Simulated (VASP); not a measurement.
# PbSe (Fm-3m) in VASP: single point with PBE

Aim: the single point of PbSe with PBE.

Program: VASP 6.6.1. These are calculated values, not measurements. Logs are shortened: lines on timing, memory, paths and dates and some standing lists are left out, and cuts for length are marked.

### Step 1. The cell of the first run

The structure is cubic, space group Fm-3m (No. 225). Conventional cell: a = 6.006 Å, b = 6.006 Å, c = 6.006 Å, α = 90.00°, β = 90.00°, γ = 90.00°. Pb (site symmetry m-3m) has 6 Se at 3.00 Å within 4.0 Å. Se (site symmetry m-3m) has 6 Pb at 3.00 Å within 4.0 Å.

### Step 2. Single point, PBE

Input file INCAR:

```
PREC = Accurate
ENCUT = 500
EDIFF = 1E-6
ISMEAR = 1
SIGMA = 0.0832
LREAL = False
LASPH = True
NELM = 120
ALGO = Normal
ISIF = 2
LWAVE = False
LCHARG = False
GGA = PE
NBANDS = 17
GGA_COMPAT = False
```

Input file KPOINTS:

```
regular mesh
0
Gamma
  7 7 7
```

Input file POSCAR:

```
PbSe
1.0
    0.0000000000      3.0031750000      3.0031750000
    3.0031750000      0.0000000000      3.0031750000
    3.0031750000      3.0031750000      0.0000000000
Pb Se
1 1
Direct
    0.0000000000      0.0000000000      0.0000000000
    0.5000000000      0.5000000000      0.5000000000
```

Potentials or basis: VASP PAW PBE potentials, release 64 (Pb_d, Se).

On the command line:

```
$ cat potpaw_PBE.64/Pb_d/POTCAR potpaw_PBE.64/Se/POTCAR > POTCAR
$ mpirun -np 1 vasp_std > vasp.out
```

OUTCAR:

```text
PREC = Accurate
   ENCUT = 500
   EDIFF = 1E-6
   ISMEAR = 1
   LREAL = False
   LASPH = True
   NELM = 120
   ISIF = 2
   GGA = PE

 ion  position               nearest neighbor table
   1  0.000  0.000  0.000-   2 3.00   2 3.00   2 3.00   2 3.00   2 3.00   2 3.00
   2  0.500  0.500  0.500-   1 3.00   1 3.00   1 3.00   1 3.00   1 3.00   1 3.00

  LATTYP: Found a face centered cubic cell.
 ALAT       =     6.0063500000

  Lattice vectors:

 A1 = (   0.0000000000,   3.0031750000,   3.0031750000)
 A2 = (   3.0031750000,   0.0000000000,   3.0031750000)
 A3 = (   3.0031750000,   3.0031750000,   0.0000000000)

Analysis of symmetry for initial positions (statically):
=====================================================================
 Subroutine PRICEL returns:
 Original cell was already a primitive cell.

 Routine SETGRP: Setting up the symmetry group for a
 face centered cubic supercell.

 Subroutine GETGRP returns: Found 48 space group operations
 (whereof 48 operations were pure point group operations)
 out of a pool of 48 trial point group operations.

The static configuration has the point symmetry O_h .

Analysis of symmetry for dynamics (positions and initial velocities):
=====================================================================
 Subroutine PRICEL returns:
 Original cell was already a primitive cell.

 Routine SETGRP: Setting up the symmetry group for a
 face centered cubic supercell.

 Subroutine GETGRP returns: Found 48 space group operations
 (whereof 48 operations were pure point group operations)
 out of a pool of 48 trial point group operations.

The dynamic configuration has the point symmetry O_h .

 Subroutine INISYM returns: Found 48 space group operations
 (whereof 48 operations are pure point group operations),
 and found     1 'primitive' translations

----------------------------------------------------------------------------------------

                                     Primitive cell

  volume of cell :      54.1716

  direct lattice vectors                    reciprocal lattice vectors
     0.000000000  3.003175000  3.003175000    -0.166490464  0.166490464  0.166490464
     3.003175000  0.000000000  3.003175000     0.166490464 -0.166490464  0.166490464
     3.003175000  3.003175000  0.000000000     0.166490464  0.166490464 -0.166490464

  length of vectors
     4.247130815  4.247130815  4.247130815     0.288369943  0.288369943  0.288369943

  position of ions in fractional coordinates (direct lattice)
     0.000000000  0.000000000  0.000000000
     0.500000000  0.500000000  0.500000000

  ion indices of the primitive-cell ions
[... 70 lines left out ...]
   EDIFF  = 0.1E-05   stopping-criterion for ELM
   LREAL  =      F    real-space projection
   EDIFFG = 0.1E-04   stopping-criterion for IOM
   NSW    =      0    number of steps for IOM
   IBRION =     -1    ionic relax: 0-MD 1-quasi-New 2-CG
   NFREE  =      0    steps in history (QN), initial steepest desc. (CG)
   ISIF   =      2    stress and relaxation
   ISYM   =      2    0-nonsym 1-usesym 2-fastsym
   POTIM  = 0.5000    time-step for ionic-motion
   TEBEG  =    0.0;   TEEND  =   0.0 temperature during run
   PSTRESS=    0.0 pullay stress
   NELECT =      20.0000    total number of electrons
   NUPDOWN=      -1.0000    fix difference up-down
   EMIN   =  10.00;   EMAX   =-10.00  energy-range for DOS
   EFERMI =   0.00;   METHOD = LEGACY
   ISMEAR =     1;   SIGMA  =   0.08  broadening in eV -4-tet -1-fermi 0-gaus
   EFERMI_NEDOS =   21; number of points for ismear=-14 and -15
   IALGO  =     38    algorithm
   IMIX   =      4    mixing-type and parameters
     AMIX     =   0.40;   BMIX     =  1.00
     AMIX_MAG =   1.60;   BMIX_MAG =  1.00
  volume/ion in A,a.u.               =      27.09       182.78
  Fermi-wavevector in a.u.,A,eV,Ry     =   1.174431  2.219353 18.766356  1.379288
  Thomas-Fermi vector in A             =   2.310828
   LORBIT       =      0    0 simple, 1 ext, 2 COOP (PROOUT), +10 PAW based schemes
   GGA     = PE    functional components
   LHFCALC =     F    Hartree Fock is set to
   AEXX    =    0.0000 exact exchange contribution
   IVDW    =     0    specifies the selected vdW correction
   LEPSILON=     F    determine dielectric tensor
   LRPA    =     F    only Hartree local field effects (RPA)
 non-spin polarized calculation
 Methfessel and Paxton  Order N= 1 SIGMA  =   0.08
  energy-cutoff  :      500.00
  volume of cell :       54.17
 maximum number of plane-waves:      1392
   NGX = 15   NGY = 15   NGZ = 15

 number of electron      20.0000002 magnetization

 Free energy of the ion-electron system (eV)
  ---------------------------------------------------
  ext. energy  EPLUGINS =         0.00000000
  ---------------------------------------------------
  free energy    TOTEN  =        -8.09809485 eV

  energy without entropy =       -8.09822057  energy(sigma->0) =       -8.09813676

 E-fermi :   5.5921     XC(G=0):  -9.7976

 val. band max:        5.5226500560   @ k =   0.4286   0.0000   0.0000
 cond. band min:       6.3399175766   @ k =   0.4286   0.0000   0.0000
 fundamental gap:      0.8172675206
 Fermi energy:         5.5920618150

 k-point     1 :       0.0000    0.0000    0.0000
  band No.  band energies     occupation
      1     -11.1482      2.00000
      2     -11.1482      2.00000
      3     -11.1482      2.00000
      4     -11.1473      2.00000
      5     -11.1473      2.00000
      6      -8.3057      2.00000
[... 377 lines left out ...]
      4     -11.1242      2.00000
      5     -11.0953      2.00000
      6      -6.6455      2.00000
[... 9 lines left out ...]
     16      17.4355      0.00000
     17      18.0677      0.00000

------------------------ aborting loop because EDIFF is reached ----------------------------------------

  FORCE on cell =-STRESS in cart. coord.  units (eV):
  Direction    XX          YY          ZZ          XY          YZ          ZX
  --------------------------------------------------------------------------------------
  -------------------------------------------------------------------------------------
  Total        2.0254827      2.0254827      2.0254827     -0.0000000     -0.0000000      0.0000000
  in kB       59.9055715     59.9055715     59.9055715     -0.0000000     -0.0000000      0.0000000
  external PRESSURE =      59.9055715 kB  Pullay stress =       0.0000000 kB

 VOLUME and BASIS-vectors are now :
 -----------------------------------------------------------------------------
  energy-cutoff  :      500.00
  volume of cell :       54.17
      direct lattice vectors                 reciprocal lattice vectors
     0.000000000  3.003175000  3.003175000    -0.166490464  0.166490464  0.166490464
     3.003175000  0.000000000  3.003175000     0.166490464 -0.166490464  0.166490464
     3.003175000  3.003175000  0.000000000     0.166490464  0.166490464 -0.166490464

 POSITION                                       TOTAL-FORCE (eV/Angst)
 -----------------------------------------------------------------------------------
      0.00000      0.00000      0.00000         0.000000      0.000000     -0.000000
      3.00318      3.00318      3.00318         0.000000     -0.000000      0.000000
 -----------------------------------------------------------------------------------
    total drift:                                0.000000     -0.000000     -0.000000

  FREE ENERGIE OF THE ION-ELECTRON SYSTEM (eV)
  ---------------------------------------------------
  free  energy   TOTEN  =        -8.0980948475 eV

  energy  without entropy=       -8.0982205713  energy(sigma->0) =       -8.09813676
```

It took 15 s on 1 thread of Intel Xeon 6975P-C, shared host; peak memory 0.18 GiB.

Results:

```
Free energy : -8.0981 eV
Pressure    : 6.0 GPa
```

Levels at points of the mesh, in eV from the Fermi level:
```csv
k point,band 7,band 8,band 9,band 10,band 11,band 12,band 13,band 14
"(0.00, 0.00, 0.00)",-6.01,-1.95,-1.95,-1.95,5.04,5.04,5.04,6.59
```

Caveat: this odd mesh misses L, where the gap lies, so gap, dielectric constants and Born charges aren't listed; spin-orbit coupling is left out, which moves the levels of the heavy elements.
